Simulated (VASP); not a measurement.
# NiSb (Breithauptite) (P6_3/mmc) in VASP: single point with r2SCAN

Aim: the single point of NiSb (Breithauptite) with r2SCAN.

All numbers are computed with VASP 6.6.1; they aren't measurements. Logs are shortened: lines on timing, memory, paths and dates and some standing lists are left out, and cuts for length are marked.

### 1 The cell of the first run

The structure is hexagonal, space group P6_3/mmc (No. 194). Conventional cell: a = 4.006 Å, b = 4.006 Å, c = 5.227 Å, α = 90.00°, β = 90.00°, γ = 120.00°. Ni (site symmetry -3m) has 2 Ni at 2.61 Å and 6 Sb at 2.66 Å within 3.4 Å. Sb (site symmetry -6m2) has 6 Ni at 2.66 Å and 6 Sb at 3.49 Å within 3.5 Å.

### 2 Single point, r2SCAN (volume scaled by 1.06, then relaxed in part)

Contents of POSCAR:

```
NiSb
1.0
    4.0056669220      0.0000000000      0.0000000000
   -2.0028334610      3.4690093136      0.0000000000
    0.0000000000      0.0000000000      5.2269413068
Ni Sb
2 2
Direct
    0.0000000000      0.0000000000      0.0000000000
    0.0000000000      0.0000000000      0.5000000000
    0.3333333333      0.6666666667      0.2500000000
    0.6666666667      0.3333333333      0.7500000000
```

Contents of INCAR.step1:

```
SYSTEM = NiSb
  PREC = Accurate
  ENCUT = 520
  ISMEAR = 0
  SIGMA = 0.1
  LREAL = .False.
  LASPH = .True.
  NELM = 80
  NBANDS = 23
  GGA = PE
  ALGO = Normal
  EDIFF = 1E-4
  LWAVE = .True.
  LCHARG = .False.
```

Contents of INCAR.step2:

```
SYSTEM = NiSb
  PREC = Accurate
  ENCUT = 520
  EDIFF = 1E-7
  ISMEAR = 0
  SIGMA = 0.1
  LREAL = .False.
  LASPH = .True.
  NELM = 80
  ALGO = Normal
  ISIF = 2
  LWAVE = .False.
  LCHARG = .False.
  METAGGA = R2SCAN
  LMIXTAU = .True.
  NBANDS = 23
  ISTART = 1
```

Contents of KPOINTS:

```
Automatic mesh
0
Gamma
  12 12 8
  0 0 0
```

Potentials or basis: VASP PAW PBE potentials, release 64 (Ni, Sb).

The run is started by

```sh
$ cat potpaw_PBE.64/Ni/POTCAR potpaw_PBE.64/Sb/POTCAR > POTCAR
$ cp INCAR.step1 INCAR
$ mpirun -np 1 vasp_std > vasp.out
$ cp INCAR.step2 INCAR
$ mpirun -np 1 vasp_std > vasp.out
```

OUTCAR:

```text
SYSTEM = NiSb
   PREC = Accurate
   ENCUT = 520
   EDIFF = 1E-7
   ISMEAR = 0
   LREAL = .False.
   LASPH = .True.
   NELM = 80
   ISIF = 2
   METAGGA = R2SCAN
   ISTART = 1

 ion  position               nearest neighbor table
   1  0.000  0.000  0.000-   2 2.61   2 2.61   4 2.66   3 2.66   4 2.66   3 2.66   4 2.66   3 2.66

   2  0.000  0.000  0.500-   1 2.61   1 2.61   4 2.66   3 2.66   4 2.66   3 2.66   4 2.66   3 2.66

   3  0.333  0.667  0.250-   1 2.66   2 2.66   1 2.66   2 2.66   1 2.66   2 2.66   4 3.49   4 3.49
                             4 3.49   4 3.49   4 3.49   4 3.49
   4  0.667  0.333  0.750-   1 2.66   2 2.66   1 2.66   2 2.66   1 2.66   2 2.66   3 3.49   3 3.49
                             3 3.49   3 3.49   3 3.49   3 3.49

  LATTYP: Found a hexagonal cell.
 ALAT       =     4.0056669220
 C/A-ratio  =     1.3048866540

  Lattice vectors:

 A1 = (   4.0056669220,   0.0000000000,   0.0000000000)
 A2 = (  -2.0028334610,   3.4690093136,   0.0000000000)
 A3 = (   0.0000000000,   0.0000000000,   5.2269413068)

Analysis of symmetry for initial positions (statically):
=====================================================================
 Subroutine PRICEL returns:
 Original cell was already a primitive cell.

 Routine SETGRP: Setting up the symmetry group for a
 hexagonal supercell.

 Subroutine GETGRP returns: Found 24 space group operations
 (whereof 12 operations were pure point group operations)
 out of a pool of 24 trial point group operations.

The static configuration has the point symmetry D_3d.
 The point group associated with its full space group is D_6h.

Analysis of symmetry for dynamics (positions and initial velocities):
=====================================================================
 Subroutine PRICEL returns:
 Original cell was already a primitive cell.

 Routine SETGRP: Setting up the symmetry group for a
 hexagonal supercell.

 Subroutine GETGRP returns: Found 24 space group operations
 (whereof 12 operations were pure point group operations)
 out of a pool of 24 trial point group operations.

The dynamic configuration has the point symmetry D_3d.
 The point group associated with its full space group is D_6h.

 Subroutine INISYM returns: Found 24 space group operations
 (whereof 12 operations are pure point group operations),
 and found     1 'primitive' translations

----------------------------------------------------------------------------------------

                                     Primitive cell

  volume of cell :      72.6320

  direct lattice vectors                    reciprocal lattice vectors
     4.005666922  0.000000000  0.000000000     0.249646318  0.144133369  0.000000000
    -2.002833461  3.469009314  0.000000000     0.000000000  0.288266738  0.000000000
     0.000000000  0.000000000  5.226941307     0.000000000  0.000000000  0.191316478

  length of vectors
     4.005666922  4.005666922  5.226941307     0.288266738  0.288266738  0.191316478

  position of ions in fractional coordinates (direct lattice)
     0.000000000  0.000000000  0.000000000
     0.000000000  0.000000000  0.500000000
     0.333333333  0.666666667  0.250000000
     0.666666667  0.333333333  0.750000000

  ion indices of the primitive-cell ions
   primitive index   ion index
                 1           1
                 2           2
                 3           3
                 4           4

----------------------------------------------------------------------------------------

 KPOINTS: Automatic mesh

Automatic generation of k-mesh.
 Grid dimensions read from file:
 generate k-points for:   12   12    8

 Generating k-lattice:

  Cartesian coordinates                     Fractional coordinates (reciprocal lattice)
     0.020803860  0.012011114  0.000000000     0.083333333  0.000000000  0.000000000
     0.000000000  0.024022228  0.000000000     0.000000000  0.083333333  0.000000000
     0.000000000  0.000000000  0.023914560     0.000000000  0.000000000  0.125000000

  Length of vectors
     0.024022228  0.024022228  0.023914560

  Shift w.r.t. Gamma in fractional coordinates (k-lattice)
     0.000000000  0.000000000  0.000000000

 Subroutine IBZKPT returns following result:
 ===========================================

 Found     95 irreducible k-points:

 Following reciprocal coordinates:
            Coordinates               Weight
  0.000000  0.000000  0.000000      1.000000
  0.083333 -0.000000  0.000000      6.000000
  0.166667 -0.000000  0.000000      6.000000
  0.250000 -0.000000  0.000000      6.000000
  0.333333 -0.000000  0.000000      6.000000
  0.416667 -0.000000  0.000000      6.000000
[... 16 lines left out ...]
  0.250000 -0.000000  0.125000     12.000000
  0.333333 -0.000000  0.125000     12.000000
 [... further k-points ...]
   k-points           NKPTS =     95   k-points in BZ     NKDIM =     95   number of bands    NBANDS=     23
   number of dos      NEDOS =    301   number of ions     NIONS =      4
   total plane-waves  NPLWV =  36000
   dimension x,y,z NGX =    30 NGY =   30 NGZ =   40
   dimension x,y,z NGXF=    60 NGYF=   60 NGZF=   80
   ions per type =               2   2
   NGX,Y,Z   is equivalent  to a cutoff of  12.45, 12.45, 12.72 a.u.
   NGXF,Y,Z  is equivalent  to a cutoff of  24.90, 24.90, 25.44 a.u.
 SYSTEM =  NiSb
   PREC   = accura    normal or accurate (medium, high low for compatibility)
   ISTART =      1    job   : 0-new  1-cont  2-samecut
   ICHARG =      0    charge: 1-file 2-atom 10-const
   ISPIN  =      1    spin polarized calculation?
   LNONCOLLINEAR =      F non collinear calculations
   LSORBIT =      F    spin-orbit coupling
   LASPH  =      T    aspherical Exc in radial PAW
   ENCUT  =  520.0 eV  38.22 Ry    6.18 a.u.   7.45  7.45  9.72*2*pi/ulx,y,z
   NELM   =     80;   NELMIN=  2; NELMDL=  0     # of ELM steps
   EDIFF  = 0.1E-06   stopping-criterion for ELM
   LREAL  =      F    real-space projection
   EDIFFG = 0.1E-05   stopping-criterion for IOM
   NSW    =      0    number of steps for IOM
   IBRION =     -1    ionic relax: 0-MD 1-quasi-New 2-CG
   NFREE  =      0    steps in history (QN), initial steepest desc. (CG)
   ISIF   =      2    stress and relaxation
   ISYM   =      2    0-nonsym 1-usesym 2-fastsym
   POTIM  = 0.5000    time-step for ionic-motion
   TEBEG  =    0.0;   TEEND  =   0.0 temperature during run
   PSTRESS=    0.0 pullay stress
   NELECT =      30.0000    total number of electrons
   NUPDOWN=      -1.0000    fix difference up-down
   EMIN   =  10.00;   EMAX   =-10.00  energy-range for DOS
   EFERMI =   0.00;   METHOD = LEGACY
   ISMEAR =     0;   SIGMA  =   0.10  broadening in eV -4-tet -1-fermi 0-gaus
   EFERMI_NEDOS =   21; number of points for ismear=-14 and -15
   IALGO  =     38    algorithm
   IMIX   =      4    mixing-type and parameters
     AMIX     =   0.40;   BMIX     =  1.00
     AMIX_MAG =   1.60;   BMIX_MAG =  1.00
  volume/ion in A,a.u.               =      18.16       122.54
  Fermi-wavevector in a.u.,A,eV,Ry     =   1.219193  2.303941 20.224143  1.486433
  Thomas-Fermi vector in A             =   2.354454
   LORBIT       =      0    0 simple, 1 ext, 2 COOP (PROOUT), +10 PAW based schemes
   METAGGA = R2SCAN    functional components
   LHFCALC =     F    Hartree Fock is set to
   AEXX    =    0.0000 exact exchange contribution
   IVDW    =     0    specifies the selected vdW correction
   LEPSILON=     F    determine dielectric tensor
   LRPA    =     F    only Hartree local field effects (RPA)
 non-spin polarized calculation
 Gauss-broadening in eV      SIGMA  =   0.10
  energy-cutoff  :      520.00
  volume of cell :       72.63
 maximum number of plane-waves:      1982
 NGX is ok and might be reduce to    30
   NGX = 15   NGY = 15   NGZ = 19

 number of electron      29.9999984 magnetization

 Free energy of the ion-electron system (eV)
  ---------------------------------------------------
  ext. energy  EPLUGINS =         0.00000000
  ---------------------------------------------------
  free energy    TOTEN  =       -76.28134166 eV

  energy without entropy =      -76.27403697  energy(sigma->0) =      -76.27768932

 E-fermi :   9.1035     XC(G=0): -11.9417

 val. band max:        9.0925825823   @ k =   0.1667   0.0833   0.2500
 cond. band min:       9.1311150091   @ k =   0.1667   0.1667   0.3750
 fundamental gap:      0.0385324268
 Fermi energy:         9.1034662351

 k-point     1 :       0.0000    0.0000    0.0000
  band No.  band energies     occupation
      1      -3.9667      2.00000
      2       0.4829      2.00000
      3       2.8924      2.00000
      4       5.2855      2.00000
      5       5.2856      2.00000
      6       6.0875      2.00000
[... 15 lines left out ...]
     22      15.7380      0.00000
     23      17.2628      0.00000

 k-point     2 :       0.0833   -0.0000    0.0000
  band No.  band energies     occupation
      1      -3.8801      2.00000
      2       0.4792      2.00000
      3       2.9904      2.00000
      4       5.2640      2.00000
      5       5.3033      2.00000
      6       6.0545      2.00000
[... 15 lines left out ...]
     22      15.8767      0.00000
     23      16.5578      0.00000

 k-point     3 :       0.1667   -0.0000    0.0000
  band No.  band energies     occupation
      1      -3.6228      2.00000
      2       0.4523      2.00000
      3       3.2810      2.00000
      4       5.1466      2.00000
      5       5.3559      2.00000
      6       5.8981      2.00000
[... 15 lines left out ...]
     22      16.1320      0.00000
     23      16.3379      0.00000

 k-point     4 :       0.2500   -0.0000    0.0000
  band No.  band energies     occupation
      1      -3.2037      2.00000
      2       0.3516      2.00000
      3       3.7525      2.00000
      4       4.6696      2.00000
      5       5.4395      2.00000
      6       5.6944      2.00000
[... 15 lines left out ...]
     22      15.4993      0.00000
     23      16.8611      0.00000

 k-point     5 :       0.3333   -0.0000    0.0000
  band No.  band energies     occupation
      1      -2.6427      2.00000
      2       0.0946      2.00000
      3       3.9244      2.00000
      4       4.3792      2.00000
      5       5.5416      2.00000
      6       5.7081      2.00000
[... 15 lines left out ...]
     22      15.1322      0.00000
     23      18.1590      0.00000

 k-point     6 :       0.4167   -0.0000    0.0000
  band No.  band energies     occupation
      1      -1.9910      2.00000
      2      -0.3702      2.00000
      3       3.3876      2.00000
      4       5.1019      2.00000
      5       5.6308      2.00000
      6       5.8443      2.00000
[... 15 lines left out ...]
     22      15.0413      0.00000
     23      19.6827      0.00000

 k-point     7 :       0.5000   -0.0000    0.0000
  band No.  band energies     occupation
      1      -1.5260      2.00000
      2      -0.7810      2.00000
      3       3.2080      2.00000
      4       5.6659      2.00000
      5       5.6887      2.00000
      6       5.9093      2.00000
[... 353 lines left out ...]
     22      15.5293      0.00000
     23      16.7795      0.00000

 k-point    21 :       0.0833   -0.0000    0.1250
  band No.  band energies     occupation
      1      -3.7920      2.00000
      2      -0.0022      2.00000
      3       3.5392      2.00000
      4       5.3376      2.00000
      5       5.3545      2.00000
      6       6.1062      2.00000
[... 15 lines left out ...]
     22      15.6546      0.00000
     23      16.1892      0.00000

 k-point    22 :       0.1667   -0.0000    0.1250
  band No.  band energies     occupation
      1      -3.5362      2.00000
      2       0.0569      2.00000
      3       3.6472      2.00000
      4       5.3016      2.00000
      5       5.4036      2.00000
      6       5.9381      2.00000
[... 15 lines left out ...]
     22      15.7231      0.00000
     23      16.8968      0.00000

 k-point    23 :       0.2500   -0.0000    0.1250
  band No.  band energies     occupation
      1      -3.1201      2.00000
      2       0.0841      2.00000
      3       3.7470      2.00000
      4       4.9649      2.00000
      5       5.4809      2.00000
      6       5.7645      2.00000
[... 15 lines left out ...]
     22      16.1494      0.00000
     23      17.1302      0.00000

 k-point    24 :       0.3333   -0.0000    0.1250
  band No.  band energies     occupation
      1      -2.5648      2.00000
      2      -0.0342      2.00000
      3       3.5723      2.00000
      4       4.6556      2.00000
      5       5.5739      2.00000
      6       5.8991      2.00000
[... 15 lines left out ...]
     22      16.2953      0.00000
     23      18.2519      0.00000

 [... further k-points ...]

------------------------ aborting loop because EDIFF is reached ----------------------------------------

  FORCE on cell =-STRESS in cart. coord.  units (eV):
  Direction    XX          YY          ZZ          XY          YZ          ZX
  --------------------------------------------------------------------------------------
  -------------------------------------------------------------------------------------
  Total       -2.8792689     -2.8792689     -2.8293481      0.0000000      0.0000000      0.0000000
  in kB      -63.5133293    -63.5133293    -62.4121358      0.0000000      0.0000000      0.0000000
  external PRESSURE =     -63.1462648 kB  Pullay stress =       0.0000000 kB

 VOLUME and BASIS-vectors are now :
 -----------------------------------------------------------------------------
  energy-cutoff  :      520.00
  volume of cell :       72.63
      direct lattice vectors                 reciprocal lattice vectors
     4.005666922  0.000000000  0.000000000     0.249646318  0.144133369  0.000000000
    -2.002833461  3.469009314  0.000000000     0.000000000  0.288266738  0.000000000
     0.000000000  0.000000000  5.226941307     0.000000000  0.000000000  0.191316478

 POSITION                                       TOTAL-FORCE (eV/Angst)
 -----------------------------------------------------------------------------------
      0.00000      0.00000      0.00000         0.000000      0.000000      0.000000
      0.00000      0.00000      2.61347         0.000000      0.000000      0.000000
     -0.00000      2.31267      1.30674        -0.000000      0.000000      0.000000
      2.00283      1.15634      3.92021        -0.000000      0.000000     -0.000000
 -----------------------------------------------------------------------------------
    total drift:                                0.000000     -0.000000     -0.000000

  FREE ENERGIE OF THE ION-ELECTRON SYSTEM (eV)
  ---------------------------------------------------
  free  energy   TOTEN  =       -76.2813416621 eV

  energy  without entropy=      -76.2740369721  energy(sigma->0) =      -76.27768932
```

It took 7.5 min on 1 thread of Intel Xeon Platinum 8375C at 2.90GHz (Ice Lake), shared host; peak memory 0.29 GiB.

What came out:

- Free energy: -76.2813 eV
- Pressure: -6.3 GPa
- Band gap on the k mesh: zero (band 15 reaches 11.11 eV, above the bottom of band 16 at 7.80 eV)

Levels at points of the mesh, in eV from the Fermi level:
| k point | band 13 | band 14 | band 15 | band 16 | band 17 | band 18 |
| --- | --- | --- | --- | --- | --- | --- |
| (0.00, 0.00, 0.00) | -0.09 | 0.53 | 0.53 | 2.40 | 2.40 | 3.48 |
| (0.50, 0.00, 0.00) | -1.54 | -1.37 | -1.29 | -0.35 | 1.09 | 3.65 |
| (0.00, 0.00, 0.50) | 0.18 | 0.18 | 2.01 | 2.01 | 2.01 | 2.01 |
| (0.50, 0.00, 0.50) | -1.78 | -1.78 | 0.20 | 0.20 | 1.65 | 1.65 |

Caveat: the PAW data sets were made with another functional, which shifts forces and pressure a little; spin-orbit coupling is left out, which moves the levels of the heavy elements.
